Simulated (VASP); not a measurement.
The system is KNd2Sb3.

```
K Nd Sb
1.0
    -3.03332    3.03332    5.08849
     3.03332   -3.03332    5.08849
     3.03332    3.03332   -5.08849
K Nd Sb
1 2 3
Direct
  0.00000 0.00000 0.00000
  0.75000 0.25000 0.50000
  0.25000 0.75000 0.50000
  0.50000 0.50000 0.00000
  0.50000 0.00000 0.50000
  0.00000 0.50000 0.50000
```

The cell was generated, and may not be a known phase.

```yaml
Program: VASP 6.6.1
Task: relaxation of cell and atoms
Functional: PBE
Potentials_or_basis: VASP PAW PBE potentials, release 64 (K_sv, Nd_3, Sb), 4f in core
Cutoff: 500 eV
k_mesh: 4 × 4 × 4
Occupations: gaussian, width 0.2 eV
Spin: no spin polarisation
```

At the start: pressure 21.3 GPa; volume 31.21 Å³/atom.

Task: Where does the relaxation end?

Result: Over 7 steps the energy falls by 818.9 meV/atom and the volume is 42.50 Å³/atom (+36.2 %); space group I4/mmm (No. 139, to 0.1 Å) before and after.

The path:
| step | energy change (eV) | largest force (eV/Å) | pressure (GPa) | volume (Å³) |
| --- | --- | --- | --- | --- |
| 1 | 0.0000 | 0.0000 | 21.35 | 187.28 |
| 2 | -2.4098 | 0.0000 | -4.42 | 314.44 |
| 3 | -4.8041 | 0.0000 | 0.29 | 244.11 |
| 4 | -4.8167 | 0.0000 | 0.72 | 241.61 |
| 5 | -4.8188 | 0.0000 | 1.05 | 239.78 |
| 6 | -4.8997 | 0.0000 | 0.30 | 248.50 |
| 7 | -4.9135 | 0.0000 | -0.15 | 254.98 |

Final structure:
```yaml
crystal:
  lattice:
    - [-3.24722, 3.24722, 6.04543]
    - [3.24722, -3.24722, 6.04543]
    - [3.24722, 3.24722, -6.04543]
  atoms:
    - { symbol: K, position: [0.00000, 0.00000, 0.00000] }
    - { symbol: Nd, position: [0.75000, 0.25000, 0.50000] }
    - { symbol: Nd, position: [0.25000, 0.75000, 0.50000] }
    - { symbol: Sb, position: [0.50000, 0.50000, 0.00000] }
    - { symbol: Sb, position: [0.50000, 0.00000, 0.50000] }
    - { symbol: Sb, position: [0.00000, 0.50000, 0.50000] }
```

Caveat: the volume moved by over 15 % at a fixed basis, so the end points are rough.
